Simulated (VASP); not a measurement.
# SiO2 (P6_422) in VASP: notebook, part 2 of 2

VASP 6.6.1. The steps go on from the part before.

## (3) Single point, r2SCAN (strain +0.0300 x Voigt [1, 1, 0, 0, 0, 0])

The input, POSCAR:

```
SiO2
1.0
    5.2114681557      0.0000000000      0.0000000000
   -2.6057340778      4.5132638138      0.0000000000
    0.0000000000      0.0000000000      5.5410855913
Si O
3 6
Direct
    0.0000000000      0.5000000000      0.3333333333
    0.5000000000      0.5000000000      0.6666666667
    0.5000000000      0.0000000000      0.0000000000
    0.5834989524      0.7917494762      0.8333333333
    0.7917494762      0.5834989524      0.5000000000
    0.7917494762      0.2082505238      0.1666666667
    0.4165010476      0.2082505238      0.8333333333
    0.2082505238      0.4165010476      0.5000000000
    0.2082505238      0.7917494762      0.1666666667
```

The input, INCAR.step1:

```
PREC     = Accurate       # precision mode
ENCUT    = 520            # plane-wave cutoff, eV
ISMEAR   = 0              # smearing method
SIGMA    = 0.05           # smearing width, eV
LREAL    = F              # projectors in reciprocal space
LASPH    = T              # aspherical terms in the spheres
NELM     = 100            # most SCF steps
NBANDS   = 34             # bands
GGA      = PE             # functional
ALGO     = Normal         # electronic algorithm
EDIFF    = 1E-4           # SCF threshold, eV
LWAVE    = T              # write WAVECAR
LCHARG   = F              # write CHGCAR
```

The input, INCAR.step2:

```
PREC     = Accurate       # precision mode
ENCUT    = 520            # plane-wave cutoff, eV
EDIFF    = 1E-6           # SCF threshold, eV
ISMEAR   = 0              # smearing method
SIGMA    = 0.05           # smearing width, eV
LREAL    = F              # projectors in reciprocal space
LASPH    = T              # aspherical terms in the spheres
NELM     = 100            # most SCF steps
ALGO     = Normal         # electronic algorithm
ISIF     = 2              # what is computed and relaxed
LWAVE    = F              # write WAVECAR
LCHARG   = F              # write CHGCAR
METAGGA  = R2SCAN         # meta-GGA
LMIXTAU  = T            
NBANDS   = 34             # bands
ISTART   = 1
```

The input, KPOINTS:

```
Automatic mesh
0
Gamma
  6 6 4
```

Potentials or basis: VASP PAW PBE potentials, release 64 (Si, O).

Run with:

```sh
$ cat potpaw_PBE.64/Si/POTCAR potpaw_PBE.64/O/POTCAR > POTCAR
$ cp INCAR.step1 INCAR
$ mpirun -np 1 vasp_std > vasp.out
$ cp INCAR.step2 INCAR
$ mpirun -np 1 vasp_std > vasp.out
```

OUTCAR:

```text
PREC = Accurate
   ENCUT = 520
   EDIFF = 1E-6
   ISMEAR = 0
   LREAL = F
   LASPH = T
   NELM = 100
   ISIF = 2
   METAGGA = R2SCAN
   ISTART = 1

 ion  position               nearest neighbor table
   1  0.000  0.500  0.333-   6 1.64   9 1.64   8 1.64   5 1.64
   2  0.500  0.500  0.667-   4 1.64   7 1.64   5 1.64   8 1.64
   3  0.500  0.000  0.000-   4 1.64   7 1.64   6 1.64   9 1.64
   4  0.583  0.792  0.833-   2 1.64   3 1.64
   5  0.792  0.583  0.500-   1 1.64   2 1.64
   6  0.792  0.208  0.167-   1 1.64   3 1.64
   7  0.417  0.208  0.833-   2 1.64   3 1.64
   8  0.208  0.417  0.500-   1 1.64   2 1.64
[... 990 lines left out ...]
  in kB     -107.2984431   -107.2984431    -83.3778158     -0.0000000     -0.0000000     -0.0000000
  external PRESSURE =     -99.3249006 kB  Pullay stress =       0.0000000 kB

 VOLUME and BASIS-vectors are now :
 -----------------------------------------------------------------------------
  energy-cutoff  :      520.00
  volume of cell :      130.33
      direct lattice vectors                 reciprocal lattice vectors
     5.211468156  0.000000000  0.000000000     0.191884507  0.110784572  0.000000000
    -2.605734078  4.513263814  0.000000000     0.000000000  0.221569144  0.000000000
     0.000000000  0.000000000  5.541085591     0.000000000  0.000000000  0.180470051

 POSITION                                       TOTAL-FORCE (eV/Angst)
 -----------------------------------------------------------------------------------
     -1.30287      2.25663      1.84703         0.000000      0.000000      0.000000
      1.30287      2.25663      3.69406         0.000000      0.000000      0.000000
      2.60573      0.00000      0.00000         0.000000      0.000000     -0.000000
      0.97780      3.57337      4.61757        -0.414118     -0.239091     -0.000000
      2.60573      2.63348      2.77054        -0.000000     -0.478183      0.000000
      3.58353      0.93989      0.92351        -0.414118      0.239091     -0.000000
      1.62794      0.93989      4.61757         0.414118      0.239091     -0.000000
      0.00000      1.87978      2.77054         0.000000      0.478183     -0.000000
     -0.97780      3.57337      0.92351         0.414118     -0.239091     -0.000000
 -----------------------------------------------------------------------------------
    total drift:                               -0.000000      0.000000     -0.000001

  FREE ENERGIE OF THE ION-ELECTRON SYSTEM (eV)
  ---------------------------------------------------
  free  energy   TOTEN  =       -89.1087460999 eV

  energy  without entropy=      -89.1087460999  energy(sigma->0) =      -89.10874610
```

OUTCAR.step1:

```text
PREC = Accurate
   ENCUT = 520
   ISMEAR = 0
   LREAL = F
[... 1023 lines left out ...]
      3.58353      0.93989      0.92351        -0.215280      0.124292     -0.000000
      1.62794      0.93989      4.61757         0.215280      0.124292     -0.000000
      0.00000      1.87978      2.77054         0.000000      0.248584     -0.000000
     -0.97780      3.57337      0.92351         0.215280     -0.124292     -0.000000
 -----------------------------------------------------------------------------------
    total drift:                               -0.000000      0.000000     -0.000001

  FREE ENERGIE OF THE ION-ELECTRON SYSTEM (eV)
  ---------------------------------------------------
  free  energy   TOTEN  =       -71.0462239792 eV

  energy  without entropy=      -71.0462239792  energy(sigma->0) =      -71.04622398
```

It took 6.4 min on 1 thread of Intel Xeon Platinum 8259CL at 2.50GHz (Skylake/Cascade Lake), shared host; peak memory 0.29 GiB.

Results:

```yaml
Free_energy: -89.1087 eV
Pressure: -9.9 GPa
Largest_force: 0.478 eV/Å
Band_gap_on_the_k_mesh: 5.94 eV (least direct gap 6.19 eV)
```

Forces on the atoms (eV/Å):
```
Si   0.000  0.000  0.000
Si   0.000  0.000  0.000
Si   0.000  0.000  0.000
O   -0.414 -0.239  0.000
O    0.000 -0.478  0.000
O   -0.414  0.239  0.000
O    0.414  0.239  0.000
O    0.000  0.478  0.000
O    0.414 -0.239  0.000
```

Stress tensor (GPa, compression positive):
```
-10.73   0.00   0.00
  0.00 -10.73   0.00
  0.00   0.00  -8.34
```

Caveat: the cell differs from its parent crystal (strain +0.0300 x Voigt [1, 1, 0, 0, 0, 0]); the cell stands under tension; the PAW data sets were made with another functional, which shifts forces and pressure a little. A k mesh can miss the band edges.
